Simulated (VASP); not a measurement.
# ZnS (F-43m) in VASP: further runs

Runs on ZnS. Level: PBEsol. Tasks: relaxation of cell and atoms.

Program: VASP 6.6.1. These are calculated values, not measurements. Logs are shortened: lines on timing, memory, paths and dates and some standing lists are left out, and cuts for length are marked.

## Step 1: The cell of the first run

Symmetry: F-43m, No. 216, cubic system. The conventional cell has a = 5.404 Å, b = 5.404 Å, c = 5.404 Å, α = 90.00°, β = 90.00°, γ = 90.00°. Within 3.1 Å of Zn (site symmetry -43m) lie 4 S at 2.34 Å. Within 3.1 Å of S (site symmetry -43m) lie 4 Zn at 2.34 Å.

## Step 2: Relaxation of cell and atoms, PBEsol

The input, INCAR:

```
SYSTEM = ZnS
ALGO = Normal
EDIFF = 1E-6
EDIFFG = -0.05
ENCUT = 600
GGA = PS
IBRION = 2
ISIF = 3
ISMEAR = 1
LASPH = .TRUE.
LCHARG = .FALSE.
LREAL = .FALSE.
LWAVE = .FALSE.
NELM = 80
NSW = 80
PREC = Accurate
SIGMA = 0.02
```

The input, KPOINTS:

```
k-points
0
G
  8 8 8
  0 0 0
```

The input, POSCAR:

```
ZnS
1.0
    0.0000000000      2.7020000000      2.7020000000
    2.7020000000      0.0000000000      2.7020000000
    2.7020000000      2.7020000000      0.0000000000
Zn S
1 1
Direct
    0.2500000000      0.2500000000      0.2500000000
    0.0000000000      0.0000000000      0.0000000000
```

Potentials or basis: VASP PAW PBE potentials, release 64 (Zn, S).

Started as:

```bash
$ cat potpaw_PBE.64/Zn/POTCAR potpaw_PBE.64/S/POTCAR > POTCAR
$ mpirun -np 1 vasp_std > vasp.out
```

OUTCAR:

```text
SYSTEM = ZnS
   EDIFF = 1E-6
   EDIFFG = -0.05
   ENCUT = 600
   GGA = PS
   IBRION = 2
   ISIF = 3
   ISMEAR = 1
   LASPH = .TRUE.
   LREAL = .FALSE.
   NELM = 80
   NSW = 80
   PREC = Accurate

 ion  position               nearest neighbor table
   1  0.250  0.250  0.250-   2 2.34   2 2.34   2 2.34   2 2.34
   2  0.000  0.000  0.000-   1 2.34   1 2.34   1 2.34   1 2.34

  LATTYP: Found a face centered cubic cell.
 ALAT       =     5.4040000000

  Lattice vectors:

 A1 = (   0.0000000000,   2.7020000000,   2.7020000000)
 A2 = (   2.7020000000,   0.0000000000,   2.7020000000)
 A3 = (   2.7020000000,   2.7020000000,   0.0000000000)

Analysis of symmetry for initial positions (statically):
[... 5 lines left out ...]
 face centered cubic supercell.

 Subroutine GETGRP returns: Found 24 space group operations
 (whereof 24 operations were pure point group operations)
 out of a pool of 48 trial point group operations.

The static configuration has the point symmetry T_d .

Analysis of symmetry for dynamics (positions and initial velocities):
[... 5 lines left out ...]
 face centered cubic supercell.

 Subroutine GETGRP returns: Found 24 space group operations
 (whereof 24 operations were pure point group operations)
 out of a pool of 48 trial point group operations.

The dynamic configuration has the point symmetry T_d .

 Subroutine INISYM returns: Found 24 space group operations
 (whereof 24 operations are pure point group operations),
 and found     1 'primitive' translations

----------------------------------------------------------------------------------------

                                     Primitive cell

  volume of cell :      39.4535

  direct lattice vectors                    reciprocal lattice vectors
     0.000000000  2.702000000  2.702000000    -0.185048113  0.185048113  0.185048113
     2.702000000  0.000000000  2.702000000     0.185048113 -0.185048113  0.185048113
     2.702000000  2.702000000  0.000000000     0.185048113  0.185048113 -0.185048113

  length of vectors
     3.821205046  3.821205046  3.821205046     0.320512733  0.320512733  0.320512733

  position of ions in fractional coordinates (direct lattice)
     0.250000000  0.250000000  0.250000000
     0.000000000  0.000000000  0.000000000

  ion indices of the primitive-cell ions
   primitive index   ion index
                 1           1
                 2           2

----------------------------------------------------------------------------------------

 KPOINTS: k-points

Automatic generation of k-mesh.
 Grid dimensions read from file:
 generate k-points for:    8    8    8

 Generating k-lattice:

  Cartesian coordinates                     Fractional coordinates (reciprocal lattice)
    -0.023131014  0.023131014  0.023131014     0.125000000  0.000000000  0.000000000
     0.023131014 -0.023131014  0.023131014     0.000000000  0.125000000  0.000000000
     0.023131014  0.023131014 -0.023131014     0.000000000  0.000000000  0.125000000

  Length of vectors
     0.040064092  0.040064092  0.040064092

  Shift w.r.t. Gamma in fractional coordinates (k-lattice)
     0.000000000  0.000000000  0.000000000

 Subroutine IBZKPT returns following result:
 ===========================================

 Found     29 irreducible k-points:

 Following reciprocal coordinates:
            Coordinates               Weight
  0.000000  0.000000  0.000000      1.000000
  0.125000  0.000000  0.000000      8.000000
  0.250000  0.000000  0.000000      8.000000
  0.375000  0.000000  0.000000      8.000000
  0.500000  0.000000  0.000000      4.000000
  0.125000  0.125000  0.000000      6.000000
[... 16 lines left out ...]
  0.500000  0.250000  0.125000     48.000000
 -0.375000  0.250000  0.125000     24.000000
 [... further k-points ...]
   k-points           NKPTS =     29   k-points in BZ     NKDIM =     29   number of bands    NBANDS=     13
   number of dos      NEDOS =    301   number of ions     NIONS =      2
   total plane-waves  NPLWV =  32768
   dimension x,y,z NGX =    32 NGY =   32 NGZ =   32
   dimension x,y,z NGXF=    64 NGYF=   64 NGZF=   64
   ions per type =               1   1
   NGX,Y,Z   is equivalent  to a cutoff of  13.92, 13.92, 13.92 a.u.
   NGXF,Y,Z  is equivalent  to a cutoff of  27.84, 27.84, 27.84 a.u.
 SYSTEM =  ZnS
   PREC   = accura    normal or accurate (medium, high low for compatibility)
   ISTART =      0    job   : 0-new  1-cont  2-samecut
   ICHARG =      2    charge: 1-file 2-atom 10-const
   ISPIN  =      1    spin polarized calculation?
   LNONCOLLINEAR =      F non collinear calculations
   LSORBIT =      F    spin-orbit coupling
   LASPH  =      T    aspherical Exc in radial PAW
   ENCUT  =  600.0 eV  44.10 Ry    6.64 a.u.   7.63  7.63  7.63*2*pi/ulx,y,z
   NELM   =     80;   NELMIN=  2; NELMDL= -5     # of ELM steps
   EDIFF  = 0.1E-05   stopping-criterion for ELM
   LREAL  =      F    real-space projection
   EDIFFG = -.5E-01   stopping-criterion for IOM
   NSW    =     80    number of steps for IOM
   IBRION =      2    ionic relax: 0-MD 1-quasi-New 2-CG
   NFREE  =      1    steps in history (QN), initial steepest desc. (CG)
   ISIF   =      3    stress and relaxation
   ISYM   =      2    0-nonsym 1-usesym 2-fastsym
   POTIM  = 0.5000    time-step for ionic-motion
   TEBEG  =    0.0;   TEEND  =   0.0 temperature during run
   PSTRESS=    0.0 pullay stress
   NELECT =      18.0000    total number of electrons
   NUPDOWN=      -1.0000    fix difference up-down
   EMIN   =  10.00;   EMAX   =-10.00  energy-range for DOS
   EFERMI =   0.00;   METHOD = LEGACY
   ISMEAR =     1;   SIGMA  =   0.02  broadening in eV -4-tet -1-fermi 0-gaus
   EFERMI_NEDOS =   21; number of points for ismear=-14 and -15
   IALGO  =     38    algorithm
   IMIX   =      4    mixing-type and parameters
     AMIX     =   0.40;   BMIX     =  1.00
     AMIX_MAG =   1.60;   BMIX_MAG =  1.00
  volume/ion in A,a.u.               =      19.73       133.12
  Fermi-wavevector in a.u.,A,eV,Ry     =   1.260290  2.381602 21.610537  1.588330
  Thomas-Fermi vector in A             =   2.393807
   LORBIT       =      0    0 simple, 1 ext, 2 COOP (PROOUT), +10 PAW based schemes
   GGA     = PS    functional components
   LHFCALC =     F    Hartree Fock is set to
   AEXX    =    0.0000 exact exchange contribution
   IVDW    =     0    specifies the selected vdW correction
   LEPSILON=     F    determine dielectric tensor
   LRPA    =     F    only Hartree local field effects (RPA)
 conjugate gradient relaxation of ions
 non-spin polarized calculation
 Methfessel and Paxton  Order N= 1 SIGMA  =   0.02
  energy-cutoff  :      600.00
  volume of cell :       39.45
 maximum number of plane-waves:      1363
 NGX is ok and might be reduce to    32
   NGX = 15   NGY = 15   NGZ = 15

--------------------------------------- Ionic step        1  -------------------------------------------

 number of electron      17.9999998 magnetization

 Free energy of the ion-electron system (eV)
  ---------------------------------------------------
  ext. energy  EPLUGINS =         0.00000000
  ---------------------------------------------------
  free energy    TOTEN  =        -7.58362750 eV

  energy without entropy =       -7.58363429  energy(sigma->0) =       -7.58362976

------------------------ aborting loop because EDIFF is reached ----------------------------------------

  FORCE on cell =-STRESS in cart. coord.  units (eV):
  Direction    XX          YY          ZZ          XY          YZ          ZX
  --------------------------------------------------------------------------------------
  -------------------------------------------------------------------------------------
  Total       -0.4236810     -0.4236810     -0.4236810      0.0000000     -0.0000000     -0.0000000
  in kB      -17.2053514    -17.2053514    -17.2053514      0.0000000     -0.0000000     -0.0000000
  external PRESSURE =     -17.2053514 kB  Pullay stress =       0.0000000 kB
[... 57 lines left out ...]
  energy  without entropy=       -7.5885360325  energy(sigma->0) =       -7.58853150

--------------------------------------- Ionic step        3  -------------------------------------------

 number of electron      17.9999989 magnetization

 Free energy of the ion-electron system (eV)
  ---------------------------------------------------
  ext. energy  EPLUGINS =         0.00000000
  ---------------------------------------------------
  free energy    TOTEN  =        -7.58897089 eV

  energy without entropy =       -7.58897768  energy(sigma->0) =       -7.58897315

 E-fermi :   2.2586     XC(G=0):  -9.9634

 val. band max:        2.2417754208   @ k =   0.0000   0.0000   0.0000
 cond. band min:       4.3245429385   @ k =   0.0000   0.0000   0.0000
 fundamental gap:      2.0827675177
 Fermi energy:         2.2586129501

 k-point     1 :       0.0000    0.0000    0.0000
  band No.  band energies     occupation
      1     -11.0855      2.00000
      2      -4.2312      2.00000
      3      -4.2312      2.00000
      4      -4.2312      2.00000
      5      -3.7030      2.00000
      6      -3.7030      2.00000
      7       2.2418      2.00000
      8       2.2418      2.00000
      9       2.2418      2.00000
     10       4.3245      0.00000
     11       8.5318      0.00000
     12       8.5318      0.00000
     13       8.5318      0.00000
[... 353 lines left out ...]
 k-point    24 :      -0.3750    0.2500    0.1250
  band No.  band energies     occupation
      1      -9.9311      2.00000
      2      -4.1028      2.00000
      3      -4.0386      2.00000
      4      -3.7692      2.00000
      5      -3.6908      2.00000
      6      -3.4197      2.00000
      7      -2.8383      2.00000
      8      -0.2239      2.00000
      9       0.6986      2.00000
     10       7.0935      0.00000
     11       8.0421      0.00000
     12      10.0504      0.00000
     13      11.2337      0.00000

 [... further k-points ...]
[... 5 lines left out ...]
  --------------------------------------------------------------------------------------
  -------------------------------------------------------------------------------------
  Total       -0.0063854     -0.0063854     -0.0063854     -0.0000000     -0.0000000      0.0000000
  in kB       -0.2656464     -0.2656464     -0.2656464     -0.0000000     -0.0000000      0.0000000
  external PRESSURE =      -0.2656464 kB  Pullay stress =       0.0000000 kB
[... 17 lines left out ...]
  FREE ENERGIE OF THE ION-ELECTRON SYSTEM (eV)
  ---------------------------------------------------
  free  energy   TOTEN  =        -7.5889708851 eV

  energy  without entropy=       -7.5889776795  energy(sigma->0) =       -7.58897315

 reached required accuracy - stopping structural energy minimisation
```

It took 26 s on 1 thread of Intel Xeon Platinum 8488C (Sapphire Rapids), shared host; peak memory 0.19 GiB.

Results:

```yaml
Free_energy: -7.5890 eV
Relaxed_volume: 19.26 Å³/atom
Relaxed_cell: a = 3.791 Å, b = 3.791 Å, c = 3.791 Å, α = 60.00°, β = 60.00°, γ = 60.00°
Space_group_after_relaxing_to_0.05_Å: F-43m (No. 216)
Energy_gained_by_relaxing: 2.7 meV/atom
Ionic_steps: 3
Pressure_after_relaxing: 0.0 GPa
Band_gap_on_the_k_mesh: 2.08 eV, direct
```

The path:
| step | energy change (eV) | largest force (eV/Å) | pressure (GPa) | volume (Å³) |
| --- | --- | --- | --- | --- |
| 1 | 0.0000 | 0.0000 | -1.72 | 39.45 |
| 2 | -0.0049 | 0.0000 | 0.58 | 38.26 |
| 3 | -0.0053 | 0.0000 | -0.03 | 38.51 |

Final structure:
```cif
data_structure
_symmetry_space_group_name_H-M 'P 1'
_symmetry_Int_Tables_number 1
_cell_length_a 3.7906
_cell_length_b 3.7906
_cell_length_c 3.7906
_cell_angle_alpha 60.000
_cell_angle_beta 60.000
_cell_angle_gamma 60.000
_cell_volume 38.51
loop_
_atom_site_label
_atom_site_type_symbol
_atom_site_fract_x
_atom_site_fract_y
_atom_site_fract_z
_atom_site_occupancy
Zn1 Zn 0.25000 0.25000 0.25000 1
S1 S 0.00000 0.00000 0.00000 1
```

Levels at points of the mesh, in eV from the valence-band top:
| k point | band 5 | band 6 | band 7 | band 8 | band 9 | band 10 | band 11 | band 12 | band 13 |
| --- | --- | --- | --- | --- | --- | --- | --- | --- | --- |
| (0.00, 0.00, 0.00) | -5.94 | -5.94 | 0.00 | 0.00 | 0.00 | 2.08 | 6.29 | 6.29 | 6.29 |
| (0.50, 0.00, 0.00) | -5.91 | -5.74 | -5.52 | -0.91 | -0.91 | 3.24 | 6.82 | 6.82 | 8.79 |
| (0.50, 0.50, 0.00) | -5.86 | -5.72 | -4.70 | -2.34 | -2.34 | 3.18 | 3.96 | 11.00 | 12.04 |

Caveat: the PAW data sets were made with another functional, which shifts forces and pressure a little. Expect the measured gap to be larger: semilocal functionals such as PBEsol lack the derivative discontinuity.

## Step 3: Relaxation of cell and atoms, PBEsol, target pressure 10 GPa, at which the enthalpy is minimised

The input, INCAR:

```
SYSTEM = ZnS
  ALGO = Normal
  EDIFF = 1E-6
  EDIFFG = -0.05
  ENCUT = 600
  GGA = PS
  IBRION = 2
  ISIF = 3
  ISMEAR = 1
  LASPH = .TRUE.
  LCHARG = .FALSE.
  LREAL = .FALSE.
  LWAVE = .FALSE.
  NELM = 60
  NSW = 80
  PREC = Accurate
  PSTRESS = 100.0
  SIGMA = 0.02
```

KPOINTS is that of step 2.

POSCAR is that of step 2.

Potentials or basis: VASP PAW PBE potentials, release 64 (Zn, S).

Started as:

```bash
$ cat potpaw_PBE.64/Zn/POTCAR potpaw_PBE.64/S/POTCAR > POTCAR
$ mpirun -np 1 vasp_std > vasp.out
```

Run time: 31 s. Hardware: 1 thread of Intel Xeon Platinum 8488C (Sapphire Rapids), shared host; peak memory 0.19 GiB.

It converged, with:

| Quantity | Value |
| --- | --- |
| Free energy | -7.4857 eV |
| Relaxed volume | 17.42 Å³/atom |
| Relaxed cell | a = 3.666 Å, b = 3.666 Å, c = 3.666 Å, α = 60.00°, β = 60.00°, γ = 60.00° |
| Space group after relaxing (to 0.05 Å) | F-43m (No. 216) |
| Energy change on relaxing (the enthalpy is what falls) | +49.0 meV/atom |
| Ionic steps | 3 |
| Pressure after relaxing | 9.9 GPa |
| Band gap on the k mesh | 2.53 eV, direct |

The path:
```csv
step,energy change (eV),largest force (eV/Å),pressure (GPa),volume (Å³)
1,0.0000,0.0000,-1.72,39.45
2,0.4056,0.0000,23.30,31.77
3,0.0980,0.0000,9.94,34.84
```

Final structure:
```xyz
2
Lattice="0.0000 2.5923 2.5923 2.5923 0.0000 2.5923 2.5923 2.5923 0.0000" Properties=species:S:1:pos:R:3 pbc="T T T"
Zn    1.2962    1.2962    1.2962
S     0.0000    0.0000    0.0000
```

Levels at points of the mesh, in eV from the valence-band top:
| k point | band 6 | band 7 | band 8 | band 9 | band 10 | band 11 | band 12 | band 13 |
| --- | --- | --- | --- | --- | --- | --- | --- | --- |
| (0.00, 0.00, 0.00) | -6.31 | 0.00 | 0.00 | 0.00 | 2.53 | 6.19 | 6.19 | 6.19 |
| (0.50, 0.00, 0.00) | -6.27 | -6.01 | -1.07 | -1.07 | 3.42 | 6.73 | 6.73 | 9.11 |
| (0.50, 0.50, 0.00) | -6.05 | -5.12 | -2.74 | -2.74 | 2.93 | 3.88 | 11.79 | 12.74 |

Caveat: the cell is relaxed towards a set pressure, so the enthalpy falls and the energy may rise; the PAW data sets were made with another functional, which shifts forces and pressure a little. A k mesh can miss the band edges.

(Continued in part 2 of 2.)
